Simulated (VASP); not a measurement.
# Ge2As in VASP: notebook, part 2 of 3

VASP 6.6.1. The steps go on from the part before.

## 4. Single point, PBE

Input file INCAR:

```
ALGO     = Normal         # electronic algorithm
EDIFF    = 1E-7           # SCF threshold, eV
ENCUT    = 520            # plane-wave cutoff, eV
GGA      = PE             # functional
ISIF     = 2              # what is computed and relaxed
ISMEAR   = -1             # smearing method
ISYM     = 0            
LASPH    = True           # aspherical terms in the spheres
LCHARG   = False          # write CHGCAR
LREAL    = Auto         
LWAVE    = False          # write WAVECAR
NBANDS   = 132            # bands
NELM     = 80             # most SCF steps
PREC     = Accurate       # precision mode
SIGMA    = 0.05           # smearing width, eV
```

Input file KPOINTS:

```
Automatic mesh
0
Gamma
  1 1 1
  0.25 0.25 0.25
```

Input file POSCAR:

```
Ge2As
1.0
    8.2985660000      0.1181100000      0.0324410000
    0.1181100000      7.7552490000     -0.1054300000
    0.0324410000     -0.1054300000      7.8345330000
As Ge
7 14
Direct
    0.6046208090      0.2635509879      0.7508801963
    0.6466699107      0.1940468282      0.1476586720
    0.5001278001      0.8630393317      0.8643650605
    0.7345416553      0.5371005286      0.4033676599
    0.5942975170      0.6614339199      0.1096104098
    0.9163929885     -0.0005398698      0.4203960053
    0.1511056422      0.1609453900      0.0067690639
    0.1553122458      0.5922932486      0.7674338716
    0.5713147049      1.0123448995      0.5436379555
    0.3881427135      0.4429329148      0.0126774218
    0.4497684114      0.5963629975      0.6619623166
    0.4219575923      0.9688862726      0.2341146503
    0.8261200215      0.9035141478      0.9673074754
    0.1595478576      0.2759066070      0.5097945138
    0.1808089605      0.8476299741      0.3763241542
    0.8584645889      0.4342999463      0.0983256811
    0.4800247990      0.3301671201      0.4217960451
    0.1956406111      0.4903613840      0.2792729348
    0.7993760831      0.7700592817      0.6422155335
    0.8988911013      0.2264820076      0.7282783890
    0.2329061060      0.9831643245      0.7127637739
```

Potentials or basis: VASP PAW PBE potentials, release 64 (As, Ge_d).

Launch:

```bash
$ cat potpaw_PBE.64/As/POTCAR potpaw_PBE.64/Ge_d/POTCAR > POTCAR
$ mpirun -np 1 vasp_std > vasp.out
```

OUTCAR:

```text
EDIFF = 1E-7
   ENCUT = 520
   GGA = PE
   ISIF = 2
   ISMEAR = -1
   ISYM = 0
   LASPH = True
   LREAL = Auto
   NELM = 80
   PREC = Accurate

 ion  position               nearest neighbor table
   1  0.605  0.264  0.751-  20 2.46   9 2.53  17 2.84
   2  0.647  0.194  0.148-  16 2.63  12 2.69  17 2.72
   3  0.500  0.863  0.864-  11 2.62   5 2.62  21 2.68  13 2.85   9 2.86
   4  0.735  0.537  0.403-  19 2.64  16 2.69  17 2.70   5 2.77
   5  0.594  0.661  0.110-  10 2.55   3 2.62   4 2.77  16 2.77  12 2.89
   6  0.916  0.999  0.420-  15 2.48  19 2.72
   7  0.151  0.161  0.007-  21 2.72
   8  0.155  0.592  0.767-  11 2.57
   9  0.571  0.012  0.544-   1 2.53  12 2.75  17 2.76  19 2.76   3 2.86
  10  0.388  0.443  0.013-   5 2.55  18 2.63
  11  0.450  0.596  0.662-   8 2.57   3 2.62  17 2.76
  12  0.422  0.969  0.234-  15 2.50   2 2.69   9 2.75   5 2.89
  13  0.826  0.904  0.967-  19 2.74   3 2.85
  14  0.160  0.276  0.510-  18 2.51  17 2.79  20 2.79  21 2.86
  15  0.181  0.848  0.376-   6 2.48  12 2.50  21 2.85  18 2.85
  16  0.858  0.434  0.098-   2 2.63   4 2.69   5 2.77
  17  0.480  0.330  0.422-   4 2.70   2 2.72   9 2.76  11 2.76  14 2.79   1 2.84  18 2.88
  18  0.196  0.490  0.279-  14 2.51  10 2.63  15 2.85  17 2.88
  19  0.799  0.770  0.642-   4 2.64   6 2.72  13 2.74   9 2.76
  20  0.899  0.226  0.728-   1 2.46  14 2.79
  21  0.233  0.983  0.713-   3 2.68   7 2.72  15 2.85  14 2.86

IMPORTANT INFORMATION: All symmetrisations will be switched off!
NOSYMM: (Re-)initialisation of all symmetry stuff for point group C_1.

----------------------------------------------------------------------------------------

                                     Primitive cell

  volume of cell :     504.0000

  direct lattice vectors                    reciprocal lattice vectors
     8.298566000  0.118110000  0.032441000     0.120531022 -0.001842772 -0.000523890
     0.118110000  7.755249000 -0.105430000    -0.001842772  0.128996693  0.001743550
     0.032441000 -0.105430000  7.834533000    -0.000523890  0.001743550  0.127665659

  length of vectors
[... 121 lines left out ...]
   GGA     = PE    functional components
   LHFCALC =     F    Hartree Fock is set to
   AEXX    =    0.0000 exact exchange contribution
   IVDW    =     0    specifies the selected vdW correction
   LEPSILON=     F    determine dielectric tensor
   LRPA    =     F    only Hartree local field effects (RPA)
 non-spin polarized calculation
  energy-cutoff  :      520.00
  volume of cell :      504.00
 maximum number of plane-waves:     13581
 NGX is ok and might be reduce to    64
   NGX = 31   NGY = 29   NGZ = 29

 number of electron     231.0000025 magnetization

 Free energy of the ion-electron system (eV)
  ---------------------------------------------------
  ext. energy  EPLUGINS =         0.00000000
  ---------------------------------------------------
  free energy    TOTEN  =       -87.97279779 eV

  energy without entropy =      -87.87076275  energy(sigma->0) =      -87.92178027

 E-fermi :   4.2569     XC(G=0):  -9.7830

 val. band max:        4.2553074865   @ k =   0.2500   0.2500   0.2500
 cond. band min:       4.4313016642   @ k =   0.2500   0.2500   0.2500
 fundamental gap:      0.1759941777
 Fermi energy:         4.2568752132

 k-point     1 :       0.2500    0.2500    0.2500
  band No.  band energies     occupation
      1     -20.7648      2.00000
      2     -20.7049      2.00000
      3     -20.6891      2.00000
      4     -20.6771      2.00000
      5     -20.6689      2.00000
      6     -20.6380      2.00000
[... 119 lines left out ...]
    126       6.0349      0.00000
    127       6.2271      0.00000
 [bands above 127 left out]

------------------------ aborting loop because EDIFF is reached ----------------------------------------

  FORCE on cell =-STRESS in cart. coord.  units (eV):
  Direction    XX          YY          ZZ          XY          YZ          ZX
  --------------------------------------------------------------------------------------
  -------------------------------------------------------------------------------------
  Total       -9.7385050    -10.3456142     -3.2889845      0.9233361     -0.1219308     -5.6409928
  in kB      -30.9579584    -32.8879118    -10.4554288      2.9352143     -0.3876086    -17.9322824
  external PRESSURE =     -24.7670997 kB  Pullay stress =       0.0000000 kB

 VOLUME and BASIS-vectors are now :
 -----------------------------------------------------------------------------
  energy-cutoff  :      520.00
  volume of cell :      504.00
      direct lattice vectors                 reciprocal lattice vectors
     8.298566000  0.118110000  0.032441000     0.120531022 -0.001842772 -0.000523890
     0.118110000  7.755249000 -0.105430000    -0.001842772  0.128996693  0.001743550
     0.032441000 -0.105430000  7.834533000    -0.000523890  0.001743550  0.127665659

 POSITION                                       TOTAL-FORCE (eV/Angst)
 -----------------------------------------------------------------------------------
      5.07297      2.03615      5.87462        -0.666458      0.421837      0.140166
      5.39414      1.56569      1.15736        -0.294033     -0.395920      0.265796
      4.28032      6.66103      6.69713         0.386618     -0.095198     -0.069638
      6.17216      4.20958      3.12740        -0.443951      0.085549     -0.353162
      5.01350      5.18822      0.80829         0.904432      0.493772      0.237925
      7.73643      7.81498      3.21796        -0.089305     -0.008494      0.121548
[... 13 lines left out ...]
      7.50988      1.78581      5.71100         1.075623     -0.027095      0.165270
      2.07203      7.57705      5.48807        -0.019253      0.059584      0.334035
 -----------------------------------------------------------------------------------
    total drift:                                0.004887     -0.012913     -0.014496

  FREE ENERGIE OF THE ION-ELECTRON SYSTEM (eV)
  ---------------------------------------------------
  free  energy   TOTEN  =       -87.9727977862 eV

  energy  without entropy=      -87.8707627513  energy(sigma->0) =      -87.92178027
```

OSZICAR:

```text
N       E                     dE             d eps       ncg     rms          rms(c)
DAV:   1     0.375489218160E+04    0.37549E+04   -0.93470E+04   312   0.406E+03
DAV:   2     0.770547371813E+03   -0.29843E+04   -0.28867E+04   264   0.121E+03
DAV:   3     0.218217827734E+02   -0.74873E+03   -0.72168E+03   280   0.298E+02
DAV:   4    -0.814325074220E+02   -0.10325E+03   -0.99144E+02   304   0.112E+02
DAV:   5    -0.881563980544E+02   -0.67239E+01   -0.65015E+01   296   0.276E+01    0.736E+00
DAV:   6    -0.880078948237E+02    0.14850E+00   -0.36445E+00   400   0.129E+01    0.402E+00
DAV:   7    -0.879679504579E+02    0.39944E-01   -0.77867E-01   328   0.495E+00    0.126E+00
DAV:   8    -0.879709842893E+02   -0.30338E-02   -0.13945E-01   328   0.276E+00    0.440E-01
DAV:   9    -0.879720678258E+02   -0.10835E-02   -0.23003E-02   312   0.146E+00    0.220E-01
DAV:  10    -0.879725314979E+02   -0.46367E-03   -0.48871E-03   320   0.127E+00    0.873E-02
DAV:  11    -0.879727095157E+02   -0.17802E-03   -0.13500E-03   296   0.627E-01    0.344E-02
DAV:  12    -0.879727813377E+02   -0.71822E-04   -0.74189E-04   312   0.213E-01    0.179E-02
DAV:  13    -0.879727907446E+02   -0.94070E-05   -0.11181E-04   312   0.155E-01    0.773E-03
DAV:  14    -0.879727955032E+02   -0.47586E-05   -0.40863E-05   296   0.705E-02    0.389E-03
DAV:  15    -0.879727974190E+02   -0.19157E-05   -0.15558E-05   312   0.337E-02    0.222E-03
DAV:  16    -0.879727977207E+02   -0.30168E-06   -0.33996E-06   264   0.260E-02    0.919E-04
DAV:  17    -0.879727978032E+02   -0.82553E-07   -0.14759E-06   272   0.930E-03    0.639E-04
DAV:  18    -0.879727977862E+02    0.17018E-07   -0.29527E-07   224   0.519E-03
   1 F= -.87972798E+02 E0= -.87921780E+02  d E =-.102035E+00
```

Wall time 3.8 min (1 thread of AMD EPYC 7R13 (Zen 3), shared host); peak memory 0.46 GiB.

What came out:

| Property | Result |
| --- | --- |
| Free energy | -87.9728 eV |
| Pressure | -2.5 GPa |
| Largest force | 1.110 eV/Å |

Forces in eV/Å, atoms in the order of the input:
```
As  -0.666  0.422  0.140
As  -0.294 -0.396  0.266
As   0.387 -0.095 -0.070
As  -0.444  0.086 -0.353
As   0.904  0.494  0.238
As  -0.089 -0.008  0.122
As  -0.132 -0.187 -0.814
Ge  -0.242 -0.051 -0.577
Ge  -0.040 -0.653  0.153
Ge  -0.759 -0.806 -0.090
Ge  -0.071 -0.083  0.046
Ge   0.701  0.316 -0.225
Ge  -0.435  0.220  0.291
Ge  -0.213 -0.171  0.695
Ge  -0.187 -0.629  0.515
Ge  -0.125  0.247  0.113
Ge   0.464  0.624  0.114
Ge  -0.184  0.652 -0.702
Ge   0.370 -0.015 -0.362
Ge   1.076 -0.027  0.165
Ge  -0.019  0.060  0.334
```

Stress tensor (GPa, compression positive):
```
-3.10  0.29 -1.79
 0.29 -3.29 -0.04
-1.79 -0.04 -1.05
```

Levels at points of the mesh, in eV from the Fermi level:
```tsv
k point	band 112	band 113	band 114	band 115	band 116	band 117	band 118	band 119	band 120	band 121
(0.25, 0.25, 0.25)	-0.85	-0.73	-0.38	-0.16	0.00	0.17	0.29	0.61	0.76	0.89
```

Caveat: the k points lie up to 0.81 Å⁻¹ apart.

## 5. Single point, PBE

Input file INCAR:

```
SYSTEM = Ge2As
PREC     = Accurate       ! precision mode
ENCUT    = 520            ! plane-wave cutoff, eV
EDIFF    = 1E-7           ! SCF threshold, eV
ISMEAR   = -1             ! smearing method
SIGMA    = 0.05           ! smearing width, eV
LREAL    = Auto         
LASPH    = .TRUE.         ! aspherical terms in the spheres
NELM     = 100            ! most SCF steps
ALGO     = Normal         ! electronic algorithm
ISIF     = 2              ! what is computed and relaxed
LWAVE    = .FALSE.        ! write WAVECAR
LCHARG   = .FALSE.        ! write CHGCAR
GGA      = PE             ! functional
ISYM     = 0            
NBANDS   = 132            ! bands
```

KPOINTS is that of step 4.

Input file POSCAR:

```
Ge2As
1.0
    8.2985660000      0.1181100000      0.0324410000
    0.1181100000      7.7552490000     -0.1054300000
    0.0324410000     -0.1054300000      7.8345330000
As Ge
7 14
Direct
    0.5971978922      0.2711099845      0.7752867247
    0.6455585311      0.1863852735      0.1502715012
    0.5243645062      0.8729331114      0.8437288386
    0.7291768866      0.5638799209      0.3847792373
    0.6148556925      0.6809632903      0.1171628770
    0.9207089161      0.0238677763      0.4302046672
    0.1603036508      0.1421915512     -0.0087133663
    0.1476086968      0.5775760317      0.7496064242
    0.5483504757      1.0093938193      0.5490854851
    0.3790049757      0.4229026679      0.0006522824
    0.4468901677      0.5787821871      0.6617393075
    0.4345953752      0.9741007426      0.2125568598
    0.8287358454      0.9152340867      0.9843898941
    0.1671683640      0.2706492403      0.5297591370
    0.1890484156      0.8370247378      0.4023690498
    0.8551690695      0.4265478399      0.0923051060
    0.4934110147      0.3607475585      0.4144827609
    0.1872347379      0.4787654028      0.2783572619
    0.8243921006      0.7741671804      0.6414986498
    0.9333769743      0.2146633377      0.7543753116
    0.2297230481      0.9798197675      0.7301134545
```

Launch:

```bash
$ cat potpaw_PBE.64/As/POTCAR potpaw_PBE.64/Ge_d/POTCAR > POTCAR
$ mpirun -np 1 vasp_std > vasp.out
```

Run time: 2.5 min. Hardware: 1 thread of AMD EPYC 7R13 (Zen 3), shared host; peak memory 0.47 GiB.

Results (log left out):

```yaml
Free_energy: -88.8904 eV
Pressure: -2.1 GPa
Largest_force: 0.914 eV/Å
```

Forces on the atoms (eV/Å):
```
As   0.300  0.505 -0.277
As   0.311 -0.020 -0.252
As   0.264 -0.540 -0.010
As   0.275  0.004  0.194
As   0.353  0.129 -0.661
As   0.074 -0.507  0.000
As  -0.215  0.249  0.145
Ge  -0.431  0.233 -0.510
Ge  -0.066  0.212  0.069
Ge  -0.646 -0.243  0.186
Ge   0.181  0.361  0.460
Ge  -0.183 -0.289  0.232
Ge  -0.226 -0.147  0.364
Ge   0.066  0.212  0.214
Ge  -0.239 -0.180  0.389
Ge  -0.093  0.288  0.159
Ge   0.082 -0.006  0.096
Ge   0.071  0.159 -0.336
Ge   0.171 -0.112 -0.054
Ge  -0.411  0.313  0.158
Ge   0.360 -0.620 -0.566
```

Stress tensor (GPa, compression positive):
```
-3.50 -0.22 -1.26
-0.22 -2.24 -0.28
-1.26 -0.28 -0.69
```

Levels at points of the mesh, in eV from the Fermi level:
| k point | band 113 | band 114 | band 115 | band 116 | band 117 | band 118 | band 119 | band 120 |
| --- | --- | --- | --- | --- | --- | --- | --- | --- |
| (0.25, 0.25, 0.25) | -0.73 | -0.49 | -0.09 | -0.03 | 0.20 | 0.42 | 0.71 | 0.90 |

Caveat: the k points lie up to 0.81 Å⁻¹ apart.

[end of part 2 of 3]
